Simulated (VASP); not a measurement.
# Sb (Pm-3m) in VASP: settings compared

Aim: see how the results for Sb move with the level of theory and the settings. Levels: PBE, revPBE. Tasks: single point.

Everything below comes from runs of VASP 6.6.1. Logs are shortened: lines on timing, memory, paths and dates and some standing lists are left out, and cuts for length are marked.

## Step 1: The cell of the first run

It takes space group Pm-3m (No. 221, cubic). Conventional cell: a = 3.004 Å, b = 3.004 Å, c = 3.004 Å, α = 90.00°, β = 90.00°, γ = 90.00°. Sb (site symmetry m-3m) has 6 Sb at 3.00 Å within 4.0 Å.

## Step 2: Single point, PBE

File INCAR:

```
PREC = Accurate
ENCUT = 500
EDIFF = 1E-6
ISMEAR = -1
SIGMA = 0.05
LREAL = False
LASPH = True
NELM = 120
ALGO = Normal
ISIF = 2
LWAVE = False
LCHARG = False
GGA = PE
NBANDS = 8
GGA_COMPAT = False
```

File KPOINTS:

```
regular mesh
0
Gamma
  12 12 12
```

File POSCAR:

```
Sb
1.0
    3.0037558881      0.0000000000      0.0000000000
    0.0000000000      3.0037558881      0.0000000000
    0.0000000000      0.0000000000      3.0037558881
Sb
1
Direct
    0.0000000000      0.0000000000      0.0000000000
```

Potentials or basis: VASP PAW PBE potentials, release 64 (Sb).

On the command line:

```bash
$ cat potpaw_PBE.64/Sb/POTCAR > POTCAR
$ mpirun -np 1 vasp_std > vasp.out
```

OUTCAR:

```text
PREC = Accurate
   ENCUT = 500
   EDIFF = 1E-6
   ISMEAR = -1
   LREAL = False
   LASPH = True
   NELM = 120
   ISIF = 2
   GGA = PE

 ion  position               nearest neighbor table
   1  0.000  0.000  0.000-

  LATTYP: Found a simple cubic cell.
 ALAT       =     3.0037558881

  Lattice vectors:

 A1 = (   3.0037558881,   0.0000000000,   0.0000000000)
 A2 = (   0.0000000000,   3.0037558881,   0.0000000000)
 A3 = (   0.0000000000,   0.0000000000,   3.0037558881)

Analysis of symmetry for initial positions (statically):
=====================================================================
 Subroutine PRICEL returns:
 Original cell was already a primitive cell.

 Routine SETGRP: Setting up the symmetry group for a
 simple cubic supercell.

 Subroutine GETGRP returns: Found 48 space group operations
 (whereof 48 operations were pure point group operations)
 out of a pool of 48 trial point group operations.

The static configuration has the point symmetry O_h .

Analysis of symmetry for dynamics (positions and initial velocities):
=====================================================================
 Subroutine PRICEL returns:
 Original cell was already a primitive cell.

 Routine SETGRP: Setting up the symmetry group for a
 simple cubic supercell.

 Subroutine GETGRP returns: Found 48 space group operations
 (whereof 48 operations were pure point group operations)
 out of a pool of 48 trial point group operations.

The dynamic configuration has the point symmetry O_h .

 Subroutine INISYM returns: Found 48 space group operations
 (whereof 48 operations are pure point group operations),
 and found     1 'primitive' translations

----------------------------------------------------------------------------------------

                                     Primitive cell

  volume of cell :      27.1015

  direct lattice vectors                    reciprocal lattice vectors
     3.003755888  0.000000000  0.000000000     0.332916534  0.000000000  0.000000000
     0.000000000  3.003755888  0.000000000     0.000000000  0.332916534  0.000000000
     0.000000000  0.000000000  3.003755888     0.000000000  0.000000000  0.332916534

  length of vectors
     3.003755888  3.003755888  3.003755888     0.332916534  0.332916534  0.332916534

  position of ions in fractional coordinates (direct lattice)
     0.000000000  0.000000000  0.000000000

  ion indices of the primitive-cell ions
   primitive index   ion index
                 1           1

----------------------------------------------------------------------------------------

 KPOINTS: regular mesh

Automatic generation of k-mesh.
 Grid dimensions read from file:
 generate k-points for:   12   12   12

 Generating k-lattice:

  Cartesian coordinates                     Fractional coordinates (reciprocal lattice)
     0.027743045  0.000000000  0.000000000     0.083333333  0.000000000  0.000000000
     0.000000000  0.027743045  0.000000000     0.000000000  0.083333333  0.000000000
     0.000000000  0.000000000  0.027743045     0.000000000  0.000000000  0.083333333

  Length of vectors
     0.027743045  0.027743045  0.027743045

  Shift w.r.t. Gamma in fractional coordinates (k-lattice)
     0.000000000  0.000000000  0.000000000

 Subroutine IBZKPT returns following result:
 ===========================================

 Found     84 irreducible k-points:

 Following reciprocal coordinates:
            Coordinates               Weight
  0.000000  0.000000  0.000000      1.000000
  0.083333  0.000000  0.000000      6.000000
  0.166667  0.000000  0.000000      6.000000
  0.250000  0.000000  0.000000      6.000000
  0.333333  0.000000  0.000000      6.000000
  0.416667  0.000000  0.000000      6.000000
[... 16 lines left out ...]
  0.333333  0.333333  0.000000     12.000000
  0.416667  0.333333  0.000000     24.000000
 [... further k-points ...]
   k-points           NKPTS =     84   k-points in BZ     NKDIM =     84   number of bands    NBANDS=      8
   number of dos      NEDOS =    301   number of ions     NIONS =      1
   total plane-waves  NPLWV =  13824
   dimension x,y,z NGX =    24 NGY =   24 NGZ =   24
   dimension x,y,z NGXF=    48 NGYF=   48 NGZF=   48
   ions per type =               1
   NGX,Y,Z   is equivalent  to a cutoff of  13.28, 13.28, 13.28 a.u.
   NGXF,Y,Z  is equivalent  to a cutoff of  26.57, 26.57, 26.57 a.u.
 SYSTEM =  unknown system
   PREC   = accura    normal or accurate (medium, high low for compatibility)
   ISTART =      0    job   : 0-new  1-cont  2-samecut
   ICHARG =      2    charge: 1-file 2-atom 10-const
   ISPIN  =      1    spin polarized calculation?
   LNONCOLLINEAR =      F non collinear calculations
   LSORBIT =      F    spin-orbit coupling
   LASPH  =      T    aspherical Exc in radial PAW
   ENCUT  =  500.0 eV  36.75 Ry    6.06 a.u.   5.48  5.48  5.48*2*pi/ulx,y,z
   NELM   =    120;   NELMIN=  2; NELMDL= -5     # of ELM steps
   EDIFF  = 0.1E-05   stopping-criterion for ELM
   LREAL  =      F    real-space projection
   EDIFFG = 0.1E-04   stopping-criterion for IOM
   NSW    =      0    number of steps for IOM
   IBRION =     -1    ionic relax: 0-MD 1-quasi-New 2-CG
   NFREE  =      0    steps in history (QN), initial steepest desc. (CG)
   ISIF   =      2    stress and relaxation
   ISYM   =      2    0-nonsym 1-usesym 2-fastsym
   POTIM  = 0.5000    time-step for ionic-motion
   TEBEG  =    0.0;   TEEND  =   0.0 temperature during run
   PSTRESS=    0.0 pullay stress
   NELECT =       5.0000    total number of electrons
   NUPDOWN=      -1.0000    fix difference up-down
   EMIN   =  10.00;   EMAX   =-10.00  energy-range for DOS
   EFERMI =   0.00;   METHOD = LEGACY
   ISMEAR =    -1;   SIGMA  =   0.05  broadening in eV -4-tet -1-fermi 0-gaus
   EFERMI_NEDOS =   21; number of points for ismear=-14 and -15
   IALGO  =     38    algorithm
   IMIX   =      4    mixing-type and parameters
     AMIX     =   0.40;   BMIX     =  1.00
     AMIX_MAG =   1.60;   BMIX_MAG =  1.00
  volume/ion in A,a.u.               =      27.10       182.89
  Fermi-wavevector in a.u.,A,eV,Ry     =   0.931966  1.761161 11.817492  0.868561
  Thomas-Fermi vector in A             =   2.058515
   LORBIT       =      0    0 simple, 1 ext, 2 COOP (PROOUT), +10 PAW based schemes
   GGA     = PE    functional components
   LHFCALC =     F    Hartree Fock is set to
   AEXX    =    0.0000 exact exchange contribution
   IVDW    =     0    specifies the selected vdW correction
   LEPSILON=     F    determine dielectric tensor
   LRPA    =     F    only Hartree local field effects (RPA)
 non-spin polarized calculation
  energy-cutoff  :      500.00
  volume of cell :       27.10
 maximum number of plane-waves:       715
 NGX is ok and might be reduce to    24

 number of electron       5.0000001 magnetization

 Free energy of the ion-electron system (eV)
  ---------------------------------------------------
  ext. energy  EPLUGINS =         0.00000000
  ---------------------------------------------------
  free energy    TOTEN  =        -4.02096133 eV

  energy without entropy =       -4.01547517  energy(sigma->0) =       -4.01821825

 E-fermi :   8.5080     XC(G=0): -10.0419

 val. band max:        8.4891848719   @ k =   0.4167   0.2500   0.0833
 cond. band min:       8.5394136754   @ k =   0.1667   0.0833   0.0833
 fundamental gap:      0.0502288036
 Fermi energy:         8.5080434982

 k-point     1 :       0.0000    0.0000    0.0000
  band No.  band energies     occupation
      1      -4.7710      2.00000
      2      11.9081      0.00000
      3      11.9081      0.00000
      4      11.9081      0.00000
      5      15.4150      0.00000
      6      15.4150      0.00000
      7      17.2581      0.00000
      8      26.5652      0.00000

 k-point     2 :       0.0833    0.0000    0.0000
  band No.  band energies     occupation
      1      -4.6599      2.00000
      2      10.5556      0.00000
      3      12.0209      0.00000
      4      12.0209      0.00000
      5      15.4980      0.00000
      6      16.2302      0.00000
      7      18.0102      0.00000
      8      25.6908      0.00000

 k-point     3 :       0.1667    0.0000    0.0000
  band No.  band energies     occupation
      1      -4.3298      2.00000
      2       8.3333      1.94113
      3      12.3487      0.00000
      4      12.3487      0.00000
      5      15.7461      0.00000
      6      16.8121      0.00000
      7      20.2699      0.00000
      8      24.2668      0.00000

 k-point     4 :       0.2500    0.0000    0.0000
  band No.  band energies     occupation
      1      -3.7940      2.00000
      2       6.1607      2.00000
      3      12.8551      0.00000
      4      12.8551      0.00000
      5      16.1539      0.00000
      6      17.3163      0.00000
      7      22.7683      0.00000
      8      22.8153      0.00000

 k-point     5 :       0.3333    0.0000    0.0000
  band No.  band energies     occupation
      1      -3.0928      2.00000
      2       4.2391      2.00000
      3      13.4622      0.00000
      4      13.4622      0.00000
      5      16.7030      0.00000
      6      17.9501      0.00000
      7      21.5009      0.00000
      8      21.5009      0.00000
[... 177 lines left out ...]
 k-point    22 :       0.5000    0.2500    0.0000
  band No.  band energies     occupation
      1      -0.9800      2.00000
      2       3.0263      2.00000
      3       8.6728      0.07142
      4      13.4577      0.00000
      5      15.2477      0.00000
      6      19.6254      0.00000
      7      20.4710      0.00000
      8      20.8275      0.00000

 k-point    23 :       0.3333    0.3333    0.0000
  band No.  band energies     occupation
      1      -1.3962      2.00000
      2       5.4939      2.00000
      3       6.1167      2.00000
      4      13.5255      0.00000
      5      15.0617      0.00000
      6      18.8402      0.00000
      7      22.6372      0.00000
      8      22.6954      0.00000

 k-point    24 :       0.4167    0.3333    0.0000
  band No.  band energies     occupation
      1      -0.6376      2.00000
      2       4.2556      2.00000
      3       6.4406      2.00000
      4      12.3135      0.00000
      5      15.6341      0.00000
      6      19.6037      0.00000
      7      21.7096      0.00000
      8      21.8626      0.00000

 [... further k-points ...]
[... 5 lines left out ...]
  --------------------------------------------------------------------------------------
  -------------------------------------------------------------------------------------
  Total        1.2022150      1.2022150      1.2022150      0.0000000     -0.0000000      0.0000000
  in kB       71.0720439     71.0720439     71.0720439      0.0000000     -0.0000000      0.0000000
  external PRESSURE =      71.0720439 kB  Pullay stress =       0.0000000 kB

 VOLUME and BASIS-vectors are now :
 -----------------------------------------------------------------------------
  energy-cutoff  :      500.00
  volume of cell :       27.10
      direct lattice vectors                 reciprocal lattice vectors
     3.003755888  0.000000000  0.000000000     0.332916534  0.000000000  0.000000000
     0.000000000  3.003755888  0.000000000     0.000000000  0.332916534  0.000000000
     0.000000000  0.000000000  3.003755888     0.000000000  0.000000000  0.332916534

 POSITION                                       TOTAL-FORCE (eV/Angst)
 -----------------------------------------------------------------------------------
      0.00000      0.00000      0.00000         0.000000      0.000000      0.000000
 -----------------------------------------------------------------------------------
    total drift:                                0.000000      0.000000      0.000000

  FREE ENERGIE OF THE ION-ELECTRON SYSTEM (eV)
  ---------------------------------------------------
  free  energy   TOTEN  =        -4.0209613343 eV

  energy  without entropy=       -4.0154751679  energy(sigma->0) =       -4.01821825
```

It took 16 s on 1 thread of Intel Xeon 8259CL, shared host; peak memory 0.14 GiB.

Results:

| Quantity | Value |
| --- | --- |
| Free energy | -4.0210 eV |
| Pressure | 7.1 GPa |

Caveat: spin-orbit coupling is left out, which moves the levels of the heavy elements.

## Step 3: Single point, revPBE

File INCAR:

```
SYSTEM = Sb
PREC = Accurate
ENCUT = 500
EDIFF = 1E-6
ISMEAR = -1
SIGMA = 0.05
LREAL = .False.
LASPH = .True.
NELM = 120
ALGO = Normal
ISIF = 2
LWAVE = .False.
LCHARG = .True.
GGA = RE
LELF = .True.
LVHAR = .True.
NBANDS = 8
GGA_COMPAT = .False.
```

File KPOINTS:

```
regular mesh
0
Gamma
  12 12 12
  0 0 0
```

POSCAR is that of step 2.

Potentials or basis: VASP PAW PBE potentials, release 64 (Sb).

On the command line:

```bash
$ cat potpaw_PBE.64/Sb/POTCAR > POTCAR
$ mpirun -np 1 vasp_std > vasp.out
```

Run time: 13 s. Hardware: 1 thread of Intel Xeon 8259CL, shared host; peak memory 0.14 GiB.

The run converged. Its results:

* Free energy: -3.6831 eV
* Pressure: 8.1 GPa

Levels at points of the mesh, in eV from the Fermi level:
```csv
k point,band 1,band 2,band 3,band 4,band 5,band 6,band 7
"(0.00, 0.00, 0.00)",-13.27,3.41,3.41,3.41,6.87,6.87,8.79
"(0.50, 0.00, 0.00)",-10.48,-6.38,5.76,5.76,9.12,10.74,11.36
"(0.50, 0.50, 0.00)",-7.46,-4.10,-4.10,1.70,8.23,13.39,13.39
"(0.50, 0.50, 0.50)",-4.00,-1.93,-1.93,-1.93,4.56,4.56,4.56
```

Caveat: the PAW data sets were made with another functional, which shifts forces and pressure a little; spin-orbit coupling is left out, which moves the levels of the heavy elements.
